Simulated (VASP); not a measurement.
A run of VASP 6.6.1 is set up as follows.

File INCAR:

```
SYSTEM = LiNbO3
PREC = Accurate
ENCUT = 650
EDIFF = 1E-8
ISMEAR = 0
SIGMA = 0.01
LREAL = .False.
LASPH = .True.
NELM = 120
ALGO = Normal
ISIF = 2
LWAVE = .False.
LCHARG = .False.
GGA = PE
LEFG = .True.
NBANDS = 45
GGA_COMPAT = .False.
```

The input KPOINTS:

```
regular mesh
0
Gamma
  6 6 6
  0 0 0
```

File POSCAR:

```
LiNbO3
1.0
    2.5948980084      1.4981650637      4.6718459879
   -2.5948980084      1.4981650637      4.6718459879
    0.0000000000     -2.9963301273      4.6718459879
Li Nb O
2 2 6
Direct
    0.2816558793      0.2816558793      0.2816558793
    0.7816558793      0.7816558793      0.7816558793
    0.0004443669      0.0004443669      0.0004443669
    0.5004443669      0.5004443669      0.5004443669
    0.1105519693      0.3580358663      0.7211269181
    0.7211269181      0.1105519693      0.3580358663
    0.3580358663      0.7211269181      0.1105519693
    0.2211269181      0.8580358663      0.6105519693
    0.8580358663      0.6105519693      0.2211269181
    0.6105519693      0.2211269181      0.8580358663
```

Potentials or basis: VASP PAW PBE potentials, release 64 (Li_sv, Nb_sv, O).

Run with:

```sh
$ cat potpaw_PBE.64/Li_sv/POTCAR potpaw_PBE.64/Nb_sv/POTCAR potpaw_PBE.64/O/POTCAR > POTCAR
$ mpirun -np 1 vasp_std > vasp.out
```

Task: Estimate the band gap on the k mesh.

Result: 3.56 eV, indirect (least direct gap 3.58 eV).

Task: Predict the pressure.

Result: -0.6 GPa.

Task: Estimate the largest force.

Result: 0.020 eV/Å.

Electric field gradients, principal values (V/Å²):
```tsv
atom	least	middle	greatest (by size)
1 Li	-0.164	-0.164	0.328
2 Li	-0.164	-0.164	0.328
3 Nb	-15.999	-15.999	31.997
4 Nb	-15.999	-15.999	31.997
5 O	0.506	18.752	-19.258
6 O	0.506	18.752	-19.258
7 O	0.506	18.752	-19.258
8 O	0.506	18.752	-19.258
9 O	0.506	18.752	-19.258
10 O	0.506	18.752	-19.258
```

Caveat: without QUAD_EFG the Cq values of the log hold for a quadrupole moment of 1 mb, not for the nuclei. A k mesh can miss the band edges.
